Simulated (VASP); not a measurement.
Here is a VASP 6.6.1 calculation.

Contents of INCAR:

```
SYSTEM = Ge
PREC = Accurate
ENCUT = 600
EDIFF = 1E-7
ISMEAR = 0
SIGMA = 0.05
LREAL = .False.
LASPH = .True.
NELM = 80
ALGO = Normal
ISIF = 3
LWAVE = .False.
LCHARG = .False.
GGA = PS
IBRION = 2
NSW = 80
EDIFFG = -0.003
```

KPOINTS

```
regular mesh
0
Gamma
  8 8 8
  0 0 0
```

POSCAR

```
Ge
1.0
    0.0000000000      2.8290000000      2.8290000000
    2.8290000000      0.0000000000      2.8290000000
    2.8290000000      2.8290000000      0.0000000000
Ge
2
Direct
    0.0000000000      0.0000000000      0.0000000000
    0.2500000000      0.2500000000      0.2500000000
```

Potentials or basis: VASP PAW PBE potentials, release 64 (Ge_d).

Launch:

```console
$ cat potpaw_PBE.64/Ge_d/POTCAR > POTCAR
$ mpirun -np 1 vasp_std > vasp.out
```

Problem. What does it give for the relaxed cell?

Solution. a = 4.012 Å, b = 4.012 Å, c = 4.012 Å, α = 60.00°, β = 60.00°, γ = 60.00°.

Problem. Estimate the space group after relaxing (to 0.05 Å).

Solution. Fd-3m (No. 227).

Problem. What does it give for the relaxed volume?

Solution. 22.83 Å³/atom.

Problem. What does it give for the band gap on the k mesh?

Solution. Zero (filled and empty bands touch).

Final structure:
```xyz
2
Lattice="0.0000 2.8370 2.8370 2.8370 0.0000 2.8370 2.8370 2.8370 0.0000" Properties=species:S:1:pos:R:3 pbc="T T T"
Ge    0.0000    0.0000    0.0000
Ge    1.4185    1.4185    1.4185
```

Caveat: the PAW data sets were made with another functional, which shifts forces and pressure a little.
